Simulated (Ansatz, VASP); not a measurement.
**Two plane-wave programs on CdTe**

```
Cd Te
1.0
     0.00000    3.20500    3.39730
     3.20500    0.00000    3.39730
     3.20500    3.20500    0.00000
Cd Te
1 1
Direct
  0.00000 0.00000 0.00000
  0.75000 0.75000 0.75000
```

Change from the starting cell: strain +0.0600 x Voigt [0, 0, 1, 0, 0, 0], atoms carried along.

Alike in both runs: task single point; functional LDA; k mesh 8 × 8 × 8; occupations gaussian, width 0.05 eV; no spin polarisation.

|  | VASP | Ansatz |
| --- | --- | --- |
| version | VASP 6.6.1 | Ansatz 0.2.0 |
| potentials or method | VASP PAW LDA potentials, release 64 (Cd, Te), cutoff 520 eV | scalar-relativistic, plane waves, PAW |
| valence electrons in the cell | 18 | 36 |

Ansatz gave:

| Property | Result |
| --- | --- |
| gap on the k mesh at the Fermi level (eV) | 0.36 |
| least direct gap on the mesh (eV) | 0.36 |
| pressure (GPa) | -2.4 |
| traceless stress, the component that is largest in VASP (GPa) | -0.86 |

Problem. Estimate VASP's values.

Solution. gap on the k mesh at the Fermi level (eV): 0.39; least direct gap on the mesh (eV): 0.39; pressure (GPa): -2.2; traceless stress, the component that is largest in VASP (GPa): -0.85.

LDA's correlation is that of Perdew and Zunger in VASP and of Perdew and Wang (1992) in Ansatz. VASP's potentials hold 18 valence electrons a cell and Ansatz's 36, so a difference there can come from the potentials and not from the codes.

Neither program's run includes spin-orbit coupling.
